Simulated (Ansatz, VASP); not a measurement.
**BaTiO3: VASP beside Ansatz**

The input POSCAR:

```
BaTiO3
1.0
    2.8400536833      1.6397057586      2.3314328269
   -2.8400536833      1.6397057586      2.3314328269
    0.0000000000     -3.2794115171      2.3314328269
Ba Ti O
1 1 3
Direct
   -0.0615530136     -0.0615530136     -0.0615530136
    0.5162478494      0.5162478494      0.5162478494
    0.4897536543      0.4897536543      0.9801597377
    0.4897536543      0.9801597377      0.4897536543
    0.9801597377      0.4897536543      0.4897536543
```

INCAR.step1

```
  PREC = Accurate
  ENCUT = 520
  ISMEAR = 0
  SIGMA = 0.05
  LREAL = F
  LASPH = T
  NELM = 80
  NBANDS = 28
  GGA = PE
  ALGO = Normal
  EDIFF = 1E-4
  LWAVE = T
  LCHARG = F
```

Contents of INCAR.step2:

```
  PREC = Accurate
  ENCUT = 520
  EDIFF = 1E-6
  ISMEAR = 0
  SIGMA = 0.05
  LREAL = F
  LASPH = T
  NELM = 80
  ALGO = Normal
  ISIF = 2
  LWAVE = F
  LCHARG = F
  METAGGA = R2SCAN
  LMIXTAU = T
  NBANDS = 28
  ISTART = 1
```

The input KPOINTS:

```
Automatic mesh
0
Gamma
  6 6 6
```

Input for Ansatz:

```yaml
crystal:
  lattice:
    - [2.8400536833, 1.6397057586, 2.3314328269]
    - [-2.8400536833, 1.6397057586, 2.3314328269]
    - [0.0, -3.2794115171, 2.3314328269]
  atoms:
    - { symbol: Ba, position: [-0.0615530136, -0.0615530136, -0.0615530136] }
    - { symbol: Ti, position: [0.5162478494, 0.5162478494, 0.5162478494] }
    - { symbol: O, position: [0.4897536543, 0.4897536543, 0.9801597377] }
    - { symbol: O, position: [0.4897536543, 0.9801597377, 0.4897536543] }
    - { symbol: O, position: [0.9801597377, 0.4897536543, 0.4897536543] }
basis:
  ecutwfc: 500
kpoints:
  mp_grid: { grid: [6, 6, 6] }
hamiltonian:
  xc: r2scan
scf:
  occupations: { method: gaussian, width: 0.05 }
output:
  forces: true
  stress: true
  eigenvalues: true
```

Alike in both runs: task single point; functional r2SCAN; k mesh 6 × 6 × 6; occupations gaussian, width 0.05 eV; no spin polarisation.

|  | VASP | Ansatz |
| --- | --- | --- |
| version | VASP 6.6.1 | Ansatz 0.2.0 |
| potentials or method | VASP PAW PBE potentials, release 64 (Ba_sv, Ti_sv, O), cutoff 520 eV | scalar-relativistic, plane waves, PAW |
| valence electrons in the cell | 40 | 40 |

```csv
,VASP,Ansatz,Ansatz less VASP
gap on the k mesh at the Fermi level (eV),2.73,2.74,+0.007
least direct gap on the mesh (eV),3.15,3.13,-0.026
pressure (GPa),7.2,5.0,-2.28
"traceless stress, the component that is largest in VASP (GPa)",7.62,7.25,-0.372
rms of the force components (eV/Å),1.192,1.088,-0.1040
```

VASP's potentials were made for PBE, not for r2SCAN. Atom by atom the forces differ by 0.128 eV/Å (rms over components).

Spin-orbit coupling is off throughout.
